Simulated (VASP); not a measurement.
## MgO: single point with PBE

Crystal: MgO.

```
Mg O
1.0
     0.00000   -2.12692   -2.12692
     0.00000    2.12692   -2.12692
     4.25385    0.00000    0.00000
Mg O
2 2
Direct
  0.50000 0.50000 0.42948
  0.00000 0.00000 0.07052
  0.50000 0.50000 0.00973
  0.00000 0.00000 0.49027
```

This cell differs from its parent crystal: mode 9 (400.1 1/cm) frozen in, largest displacement -0.300 Å.

| Property | Result |
| --- | --- |
| Program | VASP 6.6.1 |
| Task | single point |
| Functional | PBE |
| Potentials or basis | VASP PAW PBE potentials, release 64 (Mg, O) |
| Cutoff | 520 eV |
| k mesh | 8 × 8 × 6 |
| Occupations | gaussian, width 0.05 eV |
| Spin | no spin polarisation |
| Dipole correction | no |
| Further INCAR settings | ALGO = Normal; EDIFF = 1e-07; NBANDS = 16 |

```json
{"Pressure": "16.8 GPa", "Largest force": "5.994 eV/Å", "Band gap on the k mesh": "4.49 eV, direct"}
```

Forces on the atoms (eV/Å):
```
Mg   5.994  0.000  0.000
Mg  -5.994  0.000  0.000
O   -1.920  0.000  0.000
O    1.920  0.000  0.000
```

Stress tensor (GPa, compression positive):
```
40.38  0.00  0.00
 0.00  4.95  0.00
 0.00  0.00  4.95
```

Levels at points of the mesh, in eV from the valence-band top:
```tsv
k point	band 5	band 6	band 7	band 8	band 9	band 10	band 11	band 12
(0.00, 0.00, 0.00)	-1.33	-0.03	-0.03	0.00	4.49	8.69	9.55	12.45
(0.50, 0.00, 0.00)	-1.66	-1.66	-0.64	-0.64	9.23	9.23	11.32	11.32
(0.50, 0.50, 0.00)	-1.34	-1.34	-1.13	-1.13	9.31	9.31	9.62	9.62
(0.00, 0.00, 0.50)	-0.93	-0.93	-0.54	-0.54	7.07	8.04	9.55	12.77
(0.50, 0.00, 0.50)	-0.64	-0.64	-0.56	-0.56	7.78	7.78	12.12	12.12
(0.50, 0.50, 0.50)	-2.44	-2.44	-1.51	-1.51	10.80	10.80	11.29	11.29
```

Run time: 45 s on 1 thread of Intel Xeon 8259CL, with other jobs on the host, peak memory 0.17 GiB.

Caveat: the cell differs from its parent crystal (mode 9 (400.1 1/cm) frozen in, largest displacement -0.300 Å); forces of over 1 eV/Å act on the atoms, so gaps and moduli don't describe the material at rest.
